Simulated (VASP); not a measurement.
Mg4H, 5 atoms in the cell. The cell holds a slab with vacuum, 5 atoms: a = 3.188 Å, b = 3.188 Å, c = 26.663 Å, α = 90.00°, β = 90.00°, γ = 120.00°. 

| Quantity | Value |
| --- | --- |
| Program | VASP 6.6.1 |
| Task | relaxation of the atoms |
| Functional | PBEsol |
| Potentials or basis | VASP PAW PBE potentials, release 64 (Mg, H) |
| Cutoff | 520 eV |
| k mesh | 9 × 9 × 1 |
| Occupations | gaussian, width 0.1 eV |
| Spin | no spin polarisation |
| Dipole correction | yes |
| Atoms held fixed (from 0) | [0, 1] |
| Further INCAR settings | ALGO = Normal; EDIFF = 1e-07; IBRION = 2; EDIFFG = -0.03; NSW = 90 |

Potentials or basis: VASP PAW PBE potentials, release 64 (Mg, H).

Run with:

```sh
$ cat potpaw_PBE.64/Mg/POTCAR potpaw_PBE.64/H/POTCAR > POTCAR
$ mpirun -np 1 vasp_std > vasp.out
```

Hardware: 1 thread of Intel(R) Xeon(R) 6975P-C (Granite Rapids), with other jobs on the host.

Task: How long does it take, and how much memory?

Result: It took 2.9 min on 1 thread of Intel(R) Xeon(R) 6975P-C (Granite Rapids) (shared host), peak memory 0.34 GiB. Counts: scf iterations 138, k points 12, ion steps 10.
